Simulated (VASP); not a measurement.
Crystal: HgTe.

```
CELL_PARAMETERS angstrom
0.00000 3.18000 3.18000
3.18000 0.00000 3.18000
3.18000 3.18000 0.00000
ATOMIC_POSITIONS crystal
Hg 0.00000 0.00000 0.00000
Te 0.50000 0.50000 0.50000
```

| Quantity | Value |
| --- | --- |
| Program | VASP 6.6.1 |
| Task | relaxation of cell and atoms |
| Functional | revPBE |
| Potentials or basis | VASP PAW PBE potentials, release 64 (Hg, Te) |
| Cutoff | 600 eV |
| k mesh | 7 × 7 × 7 |
| Occupations | methfessel-paxton, width 0.1 eV |
| Spin | non-collinear spin, zero start, spin-orbit coupling |
| Starting moments | [[0.0, 0.0, 0.0], [0.0, 0.0, 0.0]] μB |

At the start: pressure -2.4 GPa; volume 32.16 Å³/atom.

**Question.** Where does the relaxation end?

**Answer.** Over 3 steps the energy falls by 18.1 meV/atom and the volume is 29.91 Å³/atom (-7.0 %); space group Fm-3m (No. 225, to 0.1 Å) before and after; moment 0.00 μB per cell.

The path:
| step | energy change (eV) | largest force (eV/Å) | pressure (GPa) | volume (Å³) |
| --- | --- | --- | --- | --- |
| 1 | 0.0000 | 0.0000 | -2.37 | 64.31 |
| 2 | -0.0362 | 0.0000 | -0.12 | 59.99 |
| 3 | -0.0363 | 0.0000 | 0.00 | 59.82 |

Final structure:
```
CELL_PARAMETERS angstrom
0.00000 3.10406 3.10406
3.10406 0.00000 3.10406
3.10406 3.10406 0.00000
ATOMIC_POSITIONS crystal
Hg 0.00000 0.00000 0.00000
Te 0.50000 0.50000 0.50000
```

Caveat: the PAW data sets were made with another functional, which shifts forces and pressure a little.
